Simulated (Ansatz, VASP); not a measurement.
Two plane-wave programs on N

```
N
1.0
     4.83078    0.00000    0.00000
     0.00000    4.83078    0.00000
     0.00000    0.00000    4.83078
N
4
Cartesian
  -0.0001 -0.0001 -0.0001
  2.4155 4.8309 2.4153
  2.4153 2.4155 4.8309
  4.8309 2.4153 2.4155
```

Alike in both runs: functional LDA; k mesh 6 × 6 × 6; occupations gaussian, width 0.02 eV; collinear spin.

Ansatz relaxed the structure, and its values are those at the end. VASP's run is a single point on that final structure, the one shown.

```csv
,VASP,Ansatz
version,VASP 6.6.1,Ansatz 0.2.0
potentials or method,"VASP PAW LDA potentials, release 64 (N), cutoff 520 eV","scalar-relativistic, plane waves, PAW"
valence electrons in the cell,20,20
```

|  | VASP | Ansatz | Ansatz less VASP |
| --- | --- | --- | --- |
| gap on the k mesh at the Fermi level (eV) | 1.58 | 1.72 | +0.132 |
| least direct gap on the mesh (eV) | 1.76 | 1.89 | +0.132 |
| pressure (GPa) | -0.1 | 0.0 | +0.07 |
| net moment per atom (μB) | 3.00 | 3.00 | 0.000 |
| size of the moment on the site where the two differ most (μB) | 1.93 | 2.87 | +0.939 |

LDA's correlation is that of Perdew and Zunger in VASP and of Perdew and Wang (1992) in Ansatz. Site moments also hang on the region over which each program counts them.
